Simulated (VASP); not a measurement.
# V4O in VASP: further runs

Runs on V4O. Level: PBE. Tasks: single point.

All numbers are computed with VASP 6.6.1; they aren't measurements. Logs are shortened: lines on timing, memory, paths and dates and some standing lists are left out, and cuts for length are marked.

## Step 1: The cell of the first run

The cell holds a slab with vacuum, 5 atoms: a = 2.997 Å, b = 2.997 Å, c = 21.333 Å, α = 90.00°, β = 90.00°, γ = 90.00°.

## Step 2: Single point, PBE

INCAR reads:

```
PREC = Accurate
ENCUT = 520
EDIFF = 1E-7
ISMEAR = 0
SIGMA = 0.1
LREAL = F
LASPH = T
NELM = 100
ALGO = Normal
ISIF = 2
LWAVE = F
LCHARG = F
LDIPOL = T
IDIPOL = 3
DIPOL = 0.5 0.5 0.333
GGA = PE
NBANDS = 37
```

KPOINTS reads:

```
regular mesh
0
Gamma
  9 9 1
```

POSCAR reads:

```
V4O
1.0
    2.9971751491      0.0000000000      0.0000000000
    0.0000000000      2.9971751491      0.0000000000
    0.0000000000      0.0000000000     21.3333819395
V O
4 1
Direct
    0.5000000000      0.5000000000      0.1874995728
    0.0000000000      0.0000000000      0.2577457053
    0.5000000000      0.5000000000      0.3267158760
    0.0000000000      0.0000000000      0.3906263884
    0.5000000000      0.5000000000      0.5007823874
```

Potentials or basis: VASP PAW PBE potentials, release 64 (V_sv, O).

The run is started by

```
cat potpaw_PBE.64/V_sv/POTCAR potpaw_PBE.64/O/POTCAR > POTCAR
mpirun -np 1 vasp_std > vasp.out
```

OUTCAR:

```text
PREC = Accurate
   ENCUT = 520
   EDIFF = 1E-7
   ISMEAR = 0
   LREAL = F
   LASPH = T
   NELM = 100
   ISIF = 2
   GGA = PE

 ion  position               nearest neighbor table
   1  0.500  0.500  0.187-   2 2.60   2 2.60   2 2.60   2 2.60
   2  0.000  0.000  0.258-   3 2.58   3 2.58   3 2.58   3 2.58   1 2.60   1 2.60   1 2.60   1 2.60
                             4 2.83
   3  0.500  0.500  0.327-   4 2.52   4 2.52   4 2.52   4 2.52   2 2.58   2 2.58   2 2.58   2 2.58

   4  0.000  0.000  0.391-   3 2.52   3 2.52   3 2.52   3 2.52   2 2.83
   5  0.500  0.500  0.501-

  LATTYP: Found a simple tetragonal cell.
 ALAT       =     2.9971751491
 C/A-ratio  =     7.1178295823

  Lattice vectors:

 A1 = (   2.9971751491,   0.0000000000,   0.0000000000)
 A2 = (   0.0000000000,   2.9971751491,   0.0000000000)
 A3 = (   0.0000000000,   0.0000000000,  21.3333819395)

Analysis of symmetry for initial positions (statically):
=====================================================================
 Subroutine PRICEL returns:
 Original cell was already a primitive cell.

 Routine SETGRP: Setting up the symmetry group for a
 simple tetragonal supercell.

 Subroutine GETGRP returns: Found  8 space group operations
 (whereof  8 operations were pure point group operations)
 out of a pool of 16 trial point group operations.

The static configuration has the point symmetry C_4v.

Analysis of symmetry for dynamics (positions and initial velocities):
=====================================================================
 Subroutine PRICEL returns:
 Original cell was already a primitive cell.

 Routine SETGRP: Setting up the symmetry group for a
 simple tetragonal supercell.

 Subroutine GETGRP returns: Found  8 space group operations
 (whereof  8 operations were pure point group operations)
 out of a pool of 16 trial point group operations.

The dynamic configuration has the point symmetry C_4v.

 Subroutine INISYM returns: Found  8 space group operations
 (whereof  8 operations are pure point group operations),
 and found     1 'primitive' translations

----------------------------------------------------------------------------------------

                                     Primitive cell

  volume of cell :     191.6390

  direct lattice vectors                    reciprocal lattice vectors
     2.997175149  0.000000000  0.000000000     0.333647501  0.000000000  0.000000000
     0.000000000  2.997175149  0.000000000     0.000000000  0.333647501  0.000000000
     0.000000000  0.000000000 21.333381940     0.000000000  0.000000000  0.046874893

  length of vectors
     2.997175149  2.997175149 21.333381940     0.333647501  0.333647501  0.046874893

  position of ions in fractional coordinates (direct lattice)
     0.500000000  0.500000000  0.187499573
     0.000000000  0.000000000  0.257745705
     0.500000000  0.500000000  0.326715876
     0.000000000  0.000000000  0.390626388
     0.500000000  0.500000000  0.500782387

  ion indices of the primitive-cell ions
   primitive index   ion index
                 1           1
                 2           2
                 3           3
                 4           4
                 5           5

----------------------------------------------------------------------------------------

 KPOINTS: regular mesh

Automatic generation of k-mesh.
 Grid dimensions read from file:
 generate k-points for:    9    9    1

 Generating k-lattice:

  Cartesian coordinates                     Fractional coordinates (reciprocal lattice)
     0.037071945  0.000000000  0.000000000     0.111111111  0.000000000  0.000000000
     0.000000000  0.037071945  0.000000000     0.000000000  0.111111111  0.000000000
     0.000000000  0.000000000  0.046874893     0.000000000  0.000000000  1.000000000

  Length of vectors
     0.037071945  0.037071945  0.046874893

  Shift w.r.t. Gamma in fractional coordinates (k-lattice)
     0.000000000  0.000000000  0.000000000

 Subroutine IBZKPT returns following result:
 ===========================================

 Found     15 irreducible k-points:

 Following reciprocal coordinates:
            Coordinates               Weight
  0.000000  0.000000  0.000000      1.000000
  0.111111  0.000000  0.000000      4.000000
  0.222222  0.000000  0.000000      4.000000
  0.333333  0.000000  0.000000      4.000000
  0.444444  0.000000  0.000000      4.000000
  0.111111  0.111111  0.000000      4.000000
  0.222222  0.111111  0.000000      8.000000
  0.333333  0.111111  0.000000      8.000000
  0.444444  0.111111  0.000000      8.000000
  0.222222  0.222222  0.000000      4.000000
  0.333333  0.222222  0.000000      8.000000
  0.444444  0.222222  0.000000      8.000000
  0.333333  0.333333  0.000000      4.000000
  0.444444  0.333333  0.000000      8.000000
  0.444444  0.444444  0.000000      4.000000
   k-points           NKPTS =     15   k-points in BZ     NKDIM =     15   number of bands    NBANDS=     37
   number of dos      NEDOS =    301   number of ions     NIONS =      5
   total plane-waves  NPLWV =  92160
   dimension x,y,z NGX =    24 NGY =   24 NGZ =  160
   dimension x,y,z NGXF=    48 NGYF=   48 NGZF=  320
   ions per type =               4   1
   NGX,Y,Z   is equivalent  to a cutoff of  13.31, 13.31, 12.47 a.u.
   NGXF,Y,Z  is equivalent  to a cutoff of  26.62, 26.62, 24.94 a.u.
 SYSTEM =  unknown system
   PREC   = accura    normal or accurate (medium, high low for compatibility)
   ISTART =      0    job   : 0-new  1-cont  2-samecut
   ICHARG =      2    charge: 1-file 2-atom 10-const
   ISPIN  =      1    spin polarized calculation?
   LNONCOLLINEAR =      F non collinear calculations
   LSORBIT =      F    spin-orbit coupling
   LASPH  =      T    aspherical Exc in radial PAW
   ENCUT  =  520.0 eV  38.22 Ry    6.18 a.u.   5.57  5.57 39.67*2*pi/ulx,y,z
   NELM   =    100;   NELMIN=  2; NELMDL= -5     # of ELM steps
   EDIFF  = 0.1E-06   stopping-criterion for ELM
   LREAL  =      F    real-space projection
   EDIFFG = 0.1E-05   stopping-criterion for IOM
   NSW    =      0    number of steps for IOM
   IBRION =     -1    ionic relax: 0-MD 1-quasi-New 2-CG
   NFREE  =      0    steps in history (QN), initial steepest desc. (CG)
   ISIF   =      2    stress and relaxation
   ISYM   =      2    0-nonsym 1-usesym 2-fastsym
   POTIM  = 0.5000    time-step for ionic-motion
   TEBEG  =    0.0;   TEEND  =   0.0 temperature during run
   PSTRESS=    0.0 pullay stress
   NELECT =      58.0000    total number of electrons
   NUPDOWN=      -1.0000    fix difference up-down
   EMIN   =  10.00;   EMAX   =-10.00  energy-range for DOS
   EFERMI =   0.00;   METHOD = LEGACY
   ISMEAR =     0;   SIGMA  =   0.10  broadening in eV -4-tet -1-fermi 0-gaus
   EFERMI_NEDOS =   21; number of points for ismear=-14 and -15
   IALGO  =     38    algorithm
   IMIX   =      4    mixing-type and parameters
     AMIX     =   0.40;   BMIX     =  1.00
     AMIX_MAG =   1.60;   BMIX_MAG =  1.00
  volume/ion in A,a.u.               =      38.33       258.65
  Fermi-wavevector in a.u.,A,eV,Ry     =   1.099148  2.077089 16.437557  1.208126
  Thomas-Fermi vector in A             =   2.235538
   LORBIT       =      0    0 simple, 1 ext, 2 COOP (PROOUT), +10 PAW based schemes
   GGA     = PE    functional components
   LHFCALC =     F    Hartree Fock is set to
   AEXX    =    0.0000 exact exchange contribution
   IVDW    =     0    specifies the selected vdW correction
   LEPSILON=     F    determine dielectric tensor
   LRPA    =     F    only Hartree local field effects (RPA)
 non-spin polarized calculation
 Gauss-broadening in eV      SIGMA  =   0.10
  energy-cutoff  :      520.00
  volume of cell :      191.64
 maximum number of plane-waves:      5215
 NGX is ok and might be reduce to    24
   NGX = 11   NGY = 11   NGZ = 79

 dipolmoment           0.000000      0.000000     -0.264170 electrons x Angstroem

 number of electron      57.9999986 magnetization

 dipolmoment           0.000000      0.000000      0.256339 electrons x Angstroem

 Free energy of the ion-electron system (eV)
  ---------------------------------------------------
  ext. energy  EPLUGINS =         0.00000000
  ---------------------------------------------------
  free energy    TOTEN  =       -36.14407925 eV

  energy without entropy =      -36.07517051  energy(sigma->0) =      -36.10962488

 E-fermi :  -1.3634     XC(G=0):  -5.2828

 val. band max:       -1.3654787651   @ k =   0.2222   0.1111   0.0000
 cond. band min:      -1.3420424292   @ k =   0.1111   0.0000   0.0000
 fundamental gap:      0.0234363360
 Fermi energy:        -1.3633891269

 k-point     1 :       0.0000    0.0000    0.0000
  band No.  band energies     occupation
      1     -65.6988      2.00000
      2     -65.6771      2.00000
      3     -65.2345      2.00000
      4     -64.9761      2.00000
      5     -39.6073      2.00000
      6     -39.5685      2.00000
[... 29 lines left out ...]
     36      -0.2161      0.00000
     37       0.3722      0.00000

 k-point     2 :       0.1111    0.0000    0.0000
  band No.  band energies     occupation
      1     -65.6951      2.00000
      2     -65.6731      2.00000
      3     -65.2314      2.00000
      4     -64.9798      2.00000
      5     -39.6206      2.00000
      6     -39.5687      2.00000
[... 29 lines left out ...]
     36       0.1430      0.00000
     37       0.4543      0.00000

 k-point     3 :       0.2222    0.0000    0.0000
  band No.  band energies     occupation
      1     -65.6860      2.00000
      2     -65.6629      2.00000
      3     -65.2230      2.00000
      4     -64.9898      2.00000
      5     -39.6510      2.00000
      6     -39.5939      2.00000
[... 29 lines left out ...]
     36       0.3435      0.00000
     37       0.4149      0.00000
[... 401 lines left out ...]
 k-point    14 :       0.4444    0.3333    0.0000
  band No.  band energies     occupation
      1     -65.6574      2.00000
      2     -65.6311      2.00000
      3     -65.1913      2.00000
      4     -65.0012      2.00000
      5     -39.6811      2.00000
      6     -39.6657      2.00000
[... 29 lines left out ...]
     36       0.7039      0.00000
     37       0.8592      0.00000

 k-point    15 :       0.4444    0.4444    0.0000
  band No.  band energies     occupation
      1     -65.6540      2.00000
      2     -65.6276      2.00000
      3     -65.1876      2.00000
      4     -64.9979      2.00000
      5     -39.7092      2.00000
      6     -39.7030      2.00000
[... 29 lines left out ...]
     36       0.9298      0.00000
     37       0.9625      0.00000

------------------------ aborting loop because EDIFF is reached ----------------------------------------

 vacuum level on the upper side and lower side of the slab       (xc-potential included)         2.508        -2.623

  FORCE on cell =-STRESS in cart. coord.  units (eV):
  Direction    XX          YY          ZZ          XY          YZ          ZX
  --------------------------------------------------------------------------------------
  -------------------------------------------------------------------------------------
  Total       -5.0337841     -5.0337841     -5.7883797      0.0000000      0.0000000      0.0000000
  in kB      -42.0844074    -42.0844074    -48.3931222      0.0000000      0.0000000      0.0000000
  external PRESSURE =     -44.1873123 kB  Pullay stress =       0.0000000 kB

 VOLUME and BASIS-vectors are now :
 -----------------------------------------------------------------------------
  energy-cutoff  :      520.00
  volume of cell :      191.64
      direct lattice vectors                 reciprocal lattice vectors
     2.997175149  0.000000000  0.000000000     0.333647501  0.000000000  0.000000000
     0.000000000  2.997175149  0.000000000     0.000000000  0.333647501  0.000000000
     0.000000000  0.000000000 21.333381940     0.000000000  0.000000000  0.046874893

 POSITION                                       TOTAL-FORCE (eV/Angst)
 -----------------------------------------------------------------------------------
      1.49859      1.49859      4.00000         0.000000     -0.000000      0.605813
      0.00000      0.00000      5.49859         0.000000      0.000000     -0.597488
      1.49859      1.49859      6.96995         0.000000      0.000000     -0.487250
      0.00000      0.00000      8.33338         0.000000      0.000000      2.821738
      1.49859      1.49859     10.68338         0.000000     -0.000000     -2.342813
 -----------------------------------------------------------------------------------
    total drift:                                0.000000     -0.000000      0.000180

  FREE ENERGIE OF THE ION-ELECTRON SYSTEM (eV)
  ---------------------------------------------------
  free  energy   TOTEN  =       -36.1440792523 eV

  energy  without entropy=      -36.0751705149  energy(sigma->0) =      -36.10962488

 vacuum level on the upper side and lower side of the slab         7.704         2.485
```

It took 1.7 min on 1 thread of Intel Xeon 6975P-C (Granite Rapids), shared host; peak memory 0.32 GiB.

What came out:

```yaml
Free_energy: -36.1441 eV
Largest_force: 2.822 eV/Å
Band_gap_on_the_k_mesh: zero (band 29 reaches -1.22 eV, above the bottom of band 30 at -1.47 eV)
```

Forces on the atoms (eV/Å):
```
V    0.000  0.000  0.606
V    0.000  0.000 -0.597
V    0.000  0.000 -0.487
V    0.000  0.000  2.822
O    0.000  0.000 -2.343
```

Levels at points of the mesh, in eV from the Fermi level:
```
           k point  band 27  band 28  band 29  band 30  band 31  band 32
(0.00, 0.00, 0.00)     0.11     0.11     0.14     0.14     0.20     0.39
```

Caveat: the run has no spin polarisation, though such a crystal can be magnetic. With open d or f shells a metallic result of PBE can be an artefact of self-interaction; +U or a hybrid may open a gap.

## Step 3: Single point, PBE

INCAR reads:

```
SYSTEM = V4O
PREC = Accurate
ENCUT = 520
EDIFF = 1E-7
ISMEAR = 0
SIGMA = 0.1
LREAL = .False.
LASPH = .True.
NELM = 60
ALGO = Normal
ISIF = 2
LWAVE = .False.
LCHARG = .False.
LDIPOL = .True.
IDIPOL = 3
DIPOL = 0.5 0.5 0.341
GGA = PE
NBANDS = 37
```

KPOINTS reads:

```
regular mesh
0
Gamma
  9 9 1
  0 0 0
```

POSCAR: that of step 2 with these lines changed.

```diff
@@ -12,2 +12,2 @@
     0.0000000000      0.0000000000      0.3906263884
-    0.5000000000      0.5000000000      0.5007823874
+    0.5000000000      0.5000000000      0.5429697913
```

Potentials or basis: VASP PAW PBE potentials, release 64 (V_sv, O).

The run is started by

```
cat potpaw_PBE.64/V_sv/POTCAR potpaw_PBE.64/O/POTCAR > POTCAR
mpirun -np 1 vasp_std > vasp.out
```

OUTCAR:

```text
SYSTEM = V4O
   PREC = Accurate
   ENCUT = 520
   EDIFF = 1E-7
   ISMEAR = 0
   LREAL = .False.
   LASPH = .True.
   NELM = 60
   ISIF = 2
   GGA = PE

 ion  position               nearest neighbor table
   1  0.500  0.500  0.187-   2 2.60   2 2.60   2 2.60   2 2.60
   2  0.000  0.000  0.258-   3 2.58   3 2.58   3 2.58   3 2.58   1 2.60   1 2.60   1 2.60   1 2.60
                             4 2.83
   3  0.500  0.500  0.327-   4 2.52   4 2.52   4 2.52   4 2.52   2 2.58   2 2.58   2 2.58   2 2.58

   4  0.000  0.000  0.391-   3 2.52   3 2.52   3 2.52   3 2.52   2 2.83
   5  0.500  0.500  0.543-

[... 799 lines left out ...]
  -------------------------------------------------------------------------------------
  Total       -5.1565916     -5.1565916     -3.2478850      0.0000000      0.0000000     -0.0000000
  in kB      -43.1111261    -43.1111261    -27.1535910      0.0000000      0.0000000     -0.0000000
  external PRESSURE =     -37.7919477 kB  Pullay stress =       0.0000000 kB

 VOLUME and BASIS-vectors are now :
 -----------------------------------------------------------------------------
  energy-cutoff  :      520.00
  volume of cell :      191.64
      direct lattice vectors                 reciprocal lattice vectors
     2.997175149  0.000000000  0.000000000     0.333647501  0.000000000  0.000000000
     0.000000000  2.997175149  0.000000000     0.000000000  0.333647501  0.000000000
     0.000000000  0.000000000 21.333381940     0.000000000  0.000000000  0.046874893

 POSITION                                       TOTAL-FORCE (eV/Angst)
 -----------------------------------------------------------------------------------
      1.49859      1.49859      4.00000         0.000000      0.000000      0.541427
      0.00000      0.00000      5.49859         0.000000      0.000000     -0.597363
      1.49859      1.49859      6.96995         0.000000      0.000000     -0.234875
      0.00000      0.00000      8.33338         0.000000     -0.000000      1.184618
      1.49859      1.49859     11.58338        -0.000000      0.000000     -0.893807
 -----------------------------------------------------------------------------------
    total drift:                                0.000000     -0.000000     -0.000739

  FREE ENERGIE OF THE ION-ELECTRON SYSTEM (eV)
  ---------------------------------------------------
  free  energy   TOTEN  =       -34.8017219564 eV

  energy  without entropy=      -34.7470822567  energy(sigma->0) =      -34.77440211

 vacuum level on the upper side and lower side of the slab         7.984         2.562
```

OSZICAR:

```text
N       E                     dE             d eps       ncg     rms          rms(c)
DAV:   1     0.740965027696E+03    0.74097E+03   -0.36311E+04  1406   0.146E+03
DAV:   2     0.533675451439E+00   -0.74043E+03   -0.72746E+03  1188   0.485E+02
DAV:   3    -0.444132157123E+02   -0.44947E+02   -0.41884E+02  1490   0.114E+02
DAV:   4    -0.475988102037E+02   -0.31856E+01   -0.31273E+01  1364   0.232E+01
[... 29 lines left out ...]
DAV:  34    -0.348017211285E+02   -0.25099E-05   -0.17113E-06  1156   0.508E-03    0.505E-03
DAV:  35    -0.348017223066E+02   -0.11781E-05   -0.10427E-06  1108   0.425E-03    0.972E-03
DAV:  36    -0.348017217001E+02    0.60651E-06   -0.54090E-07   909   0.247E-03    0.202E-03
DAV:  37    -0.348017219219E+02   -0.22184E-06   -0.11811E-07   813   0.127E-03    0.610E-04
DAV:  38    -0.348017219564E+02   -0.34519E-07   -0.30416E-08   758   0.850E-04
   1 F= -.34801722E+02 E0= -.34774402E+02  d E =-.546397E-01
```

Wall time 1.8 min (1 thread of Intel Xeon 6975P-C (Granite Rapids), shared host); peak memory 0.31 GiB.

Results:

* Free energy: -34.8017 eV
* Largest force: 1.185 eV/Å
* Band gap on the k mesh: zero (band 29 reaches -1.16 eV, above the bottom of band 30 at -1.53 eV)

Forces in eV/Å, atoms in the order of the input:
```
V    0.000  0.000  0.541
V    0.000  0.000 -0.597
V    0.000  0.000 -0.235
V    0.000  0.000  1.185
O    0.000  0.000 -0.894
```

Levels at points of the mesh, in eV from the Fermi level:
```
           k point  band 26  band 27  band 28  band 29  band 30  band 31  band 32  band 33
(0.00, 0.00, 0.00)     0.01     0.15     0.15     0.19     0.27     0.27     0.32     0.32
```

Caveat: the run has no spin polarisation, though such a crystal can be magnetic. With open d or f shells a metallic result of PBE can be an artefact of self-interaction; +U or a hybrid may open a gap.

## Step 4: Single point, PBE

INCAR reads:

```
PREC = Accurate
ENCUT = 520
EDIFF = 1E-6
ISMEAR = 0
SIGMA = 0.1
LREAL = False
LASPH = True
NELM = 100
ALGO = Normal
ISIF = 2
LWAVE = False
LCHARG = True
LDIPOL = True
IDIPOL = 3
DIPOL = 0.5 0.5 0.328
GGA = PE
LELF = True
LVHAR = True
LVACPOTAV = True
NBANDS = 37
```

KPOINTS reads:

```
regular mesh
0
Gamma
  9 9 1
```

POSCAR: that of step 3 with these lines changed.

```diff
@@ -12,2 +12,2 @@
     0.0000000000      0.0000000000      0.3906263884
-    0.5000000000      0.5000000000      0.5429697913
+    0.0000000000      0.0000000000      0.4778136898
```

The run is started by

```
cat potpaw_PBE.64/V_sv/POTCAR potpaw_PBE.64/O/POTCAR > POTCAR
mpirun -np 1 vasp_std > vasp.out
```

Run time: 92 s. Hardware: 1 thread of Intel Xeon 6975P-C (Granite Rapids), shared host; peak memory 0.33 GiB.

It converged, with:

```
Free energy            : -39.4883 eV
Largest force          : 7.556 eV/Å
Band gap on the k mesh : zero (band 29 reaches -1.38 eV, above the bottom of band 30 at -2.02 eV)
```

Forces in eV/Å, atoms in the order of the input:
```
V    0.000  0.000  0.907
V    0.000  0.000 -1.172
V    0.000  0.000 -1.533
V    0.000  0.000  7.556
O    0.000  0.000 -5.757
```

Levels at points of the mesh, in eV from the Fermi level:
| k point | band 26 | band 27 | band 28 | band 29 | band 30 | band 31 | band 32 | band 33 |
| --- | --- | --- | --- | --- | --- | --- | --- | --- |
| (0.00, 0.00, 0.00) | -0.46 | -0.02 | 0.20 | 0.22 | 0.22 | 0.35 | 0.76 | 0.76 |

Caveat: the run has no spin polarisation, though such a crystal can be magnetic.
